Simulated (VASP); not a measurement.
## BeS: single point with PBEsol

BeS:

```
Be S
1.0
     0.00000    2.36116    2.47760
     2.47760    0.00000    2.47760
     2.47760    2.36116    0.00000
Be S
1 1
Direct
  0.00000 0.00000 0.00000
  0.75000 0.75000 0.75000
```

This cell differs from its parent crystal: volume 14.494 Å^3 an atom, c/a of the conventional cell 0.9530.

```yaml
Program: VASP 6.6.1
Task: single point
Functional: PBEsol
Potentials_or_basis: VASP PAW PBE potentials, release 64 (Be, S)
Cutoff: 520 eV
k_mesh: 10 × 10 × 10
Occupations: gaussian, width 0.05 eV
Spin: no spin polarisation
Dipole_correction: no
Further_INCAR_settings: ALGO = Normal; EDIFF = 1e-06; NBANDS = 11
```

```yaml
Pressure: -2.1 GPa
Band_gap_on_the_k_mesh: 2.58 eV, indirect (least direct gap 5.41 eV)
```

Stress tensor (GPa, compression positive):
```
-3.45  0.00  0.00
 0.00  0.66  0.00
 0.00  0.00 -3.45
```

Levels at points of the mesh, in eV from the valence-band top:
```csv
k point,band 2,band 3,band 4,band 5,band 6,band 7
"(0.00, 0.00, 0.00)",-0.23,-0.23,0.00,5.41,5.44,5.50
"(0.50, 0.00, 0.00)",-5.91,-1.38,-0.97,5.05,6.12,6.68
"(0.50, 0.50, 0.00)",-5.25,-2.67,-2.60,2.94,4.83,12.27
"(0.50, 0.00, 0.50)",-4.91,-3.01,-3.01,2.58,4.37,12.46
```

Wall time 23 s on 1 thread of AMD EPYC 7R13 Processor (Zen 3) (shared host), peak memory 0.14 GiB.

Caveat: the PAW data sets were made with another functional, which shifts forces and pressure a little. A k mesh can miss the band edges.
